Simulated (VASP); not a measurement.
Crystal: PrBe3Si.

```
Pr Be Si
1.0
    -1.83936    1.99940    4.36374
     1.83936   -1.99940    4.36374
     1.83936    1.99940   -4.36374
Pr Be Si
1 3 1
Direct
  0.00000 0.50000 0.50000
  0.79066 0.79066 0.00000
  0.50000 0.00000 0.50000
  0.20934 0.20934 0.00000
  0.00000 0.00000 0.00000
```

The cell was generated, and may not be a known phase.

- Program: VASP 6.6.1
- Task: relaxation of cell and atoms
- Functional: PBE
- Potentials or basis: VASP PAW PBE potentials, release 64 (Pr_3, Be, Si), 4f in core
- Cutoff: 600 eV
- k mesh: 6 × 6 × 6
- Occupations: gaussian, width 0.2 eV
- Spin: no spin polarisation

At the start: pressure 103.7 GPa; volume 12.84 Å³/atom.

Problem. Where does the relaxation end?

Solution. Over 13 steps the energy falls by 3378.2 meV/atom and the volume is 20.72 Å³/atom (+61.4 %); space group Immm (No. 71, to 0.1 Å) before and after.

The path:
| step | energy change (eV) | largest force (eV/Å) | pressure (GPa) | volume (Å³) |
| --- | --- | --- | --- | --- |
| 1 | 0.0000 | 6.6790 | 103.74 | 64.19 |
| 2 | -14.7542 | 0.5362 | -7.87 | 158.14 |
| 3 | -16.6119 | 0.2806 | 0.29 | 105.97 |
| 4 | -16.5665 | 0.1570 | -4.54 | 119.37 |
| 5 | -16.6724 | 0.0154 | -2.61 | 112.83 |
| 6 | -16.6765 | 0.0505 | -2.23 | 111.75 |
| 7 | -16.7929 | 0.3051 | -0.34 | 107.32 |
| 8 | -16.8072 | 0.4522 | 0.63 | 105.44 |
| 9 | -16.8370 | 0.3938 | 0.14 | 105.95 |
| 10 | -16.8683 | 0.2591 | -0.95 | 107.10 |
| 11 | -16.8877 | 0.0607 | -0.21 | 104.73 |
| 12 | -16.8889 | 0.0045 | 0.05 | 103.96 |
| 13 | -16.8912 | 0.0092 | -0.01 | 103.61 |

Final structure:
```
Pr Be Si
1.0
    -2.87191    2.08272    4.33034
     2.87191   -2.08272    4.33034
     2.87191    2.08272   -4.33034
Pr Be Si
1 3 1
Direct
  0.00000 0.50000 0.50000
  0.75234 0.75234 0.00000
  0.50000 0.00000 0.50000
  0.24766 0.24766 0.00000
  0.00000 0.00000 0.00000
```

Caveat: the volume moved by over 15 % at a fixed basis, so the end points are rough.
